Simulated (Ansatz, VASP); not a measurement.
MoS2: VASP beside Ansatz

```
Mo S
1.0
     6.32255    0.00000    0.00000
    -3.16128    5.47549    0.00000
     0.00000    0.00000   12.38429
Mo S
8 16
Direct
  0.16667 0.33333 0.25000
  0.33333 0.16667 0.75000
  0.16667 0.83333 0.25000
  0.33333 0.66667 0.75000
  0.66667 0.33333 0.25000
  0.83333 0.16667 0.75000
  0.66667 0.83333 0.25000
  0.83333 0.66667 0.75000
  0.16667 0.33333 0.62362
  0.33333 0.16667 0.12362
  0.16667 0.33333 0.87638
  0.33333 0.16667 0.37638
  0.16667 0.83333 0.62362
  0.33333 0.66667 0.12362
  0.16667 0.83333 0.87638
  0.33333 0.66667 0.37638
  0.66667 0.33333 0.62362
  0.83333 0.16667 0.12362
  0.66667 0.33333 0.87638
  0.83333 0.16667 0.37638
  0.66667 0.83333 0.62362
  0.83333 0.66667 0.12362
  0.66667 0.83333 0.87638
  0.83333 0.66667 0.37638
```

Alike in both runs: task single point; functional PBE; dispersion D3(BJ); k mesh 4 × 4 × 2; no spin polarisation.

|  | VASP | Ansatz |
| --- | --- | --- |
| version | VASP 6.6.1 | Ansatz 0.2.0 |
| potentials or method | VASP PAW PBE potentials, release 64 (Mo_sv, S), cutoff 520 eV | scalar-relativistic, plane waves, PAW |
| occupations | gaussian, width 0.01 eV | fixed |
| valence electrons in the cell | 208 | 208 |

VASP gave:

| Quantity | Value |
| --- | --- |
| gap on the k mesh at the Fermi level (eV) | 1.03 |
| least direct gap on the mesh (eV) | 1.67 |
| rms of the force components (eV/Å) | 0.006 |

Question: What did Ansatz give for the same quantities?

Answer: gap on the k mesh at the Fermi level (eV): 1.01; least direct gap on the mesh (eV): 1.65; rms of the force components (eV/Å): 0.001.
